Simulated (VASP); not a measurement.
A run of VASP 6.6.1 is set up as follows.

Contents of INCAR:

```
PREC = Accurate ; ENCUT = 520
EDIFF = 1E-6 ; ISMEAR = -1
SIGMA = 0.01 ; LREAL = F
LASPH = T ; NELM = 60
ALGO = Normal ; ISIF = 2
LWAVE = F ; LCHARG = F
GGA = PE ; NBANDS = 15
```

Contents of KPOINTS:

```
regular mesh
0
Gamma
  7 7 7
```

POSCAR

```
CaSe
1.0
    0.0000000000      2.9340763353      3.0003400000
    2.9340763353      0.0000000000      3.0003400000
    2.9340763353      2.9340763353      0.0000000000
Ca Se
1 1
Direct
    0.0000000000      0.0000000000      0.0000000000
    0.5000000000      0.5000000000      0.5000000000
```

Potentials or basis: VASP PAW PBE potentials, release 64 (Ca_sv, Se).

Launch:

```bash
$ cat potpaw_PBE.64/Ca_sv/POTCAR potpaw_PBE.64/Se/POTCAR > POTCAR
$ mpirun -np 1 vasp_std > vasp.out
```

**Question.** What does it give for the band gap on the k mesh?

**Answer.** 2.08 eV, indirect (least direct gap 2.94 eV).

**Question.** Predict the pressure.

**Answer.** 1.4 GPa.

Stress tensor (GPa, compression positive):
```
2.11 0.00 0.00
0.00 2.11 0.00
0.00 0.00 0.02
```

 A k mesh can miss the band edges.
